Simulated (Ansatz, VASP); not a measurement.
One calculation of MoPt2, two programs

```
CELL_PARAMETERS angstrom
-1.37400 1.95750 4.11900
1.37400 -1.95750 4.11900
1.37400 1.95750 -4.11900
ATOMIC_POSITIONS crystal
Mo 0.00000 0.00000 0.00000
Pt 0.66170 0.66170 0.00000
Pt 0.33830 0.33830 0.00000
```

Change from the starting cell: shortest bond scaled by 1.1, LAPW.

Alike in both runs: task single point; functional LDA; k mesh 13 × 13 × 13; occupations fermi-dirac, width 0.05 eV; no spin polarisation.

|  | VASP | Ansatz |
| --- | --- | --- |
| version | VASP 6.6.1 | Ansatz 0.2.0 |
| potentials or method | VASP PAW LDA potentials, release 64 (Mo_sv, Pt), cutoff 520 eV | all-electron LAPW, scalar-relativistic |

|  | VASP | Ansatz | Ansatz less VASP |
| --- | --- | --- | --- |
| pressure (GPa) | -2.1 | -3.1 | -0.95 |
| traceless stress, the component that is largest in VASP (GPa) | -1.56 | -1.56 | +0.005 |
| rms of the force components (eV/Å) | 0.170 | 0.164 | -0.0061 |

LDA's correlation is that of Perdew and Zunger in VASP and of Perdew and Wang (1992) in Ansatz. Atom by atom the forces differ by 0.006 eV/Å (rms over components). Ansatz ran all-electron here, and VASP with PAW potentials.

Spin-orbit coupling is off throughout.
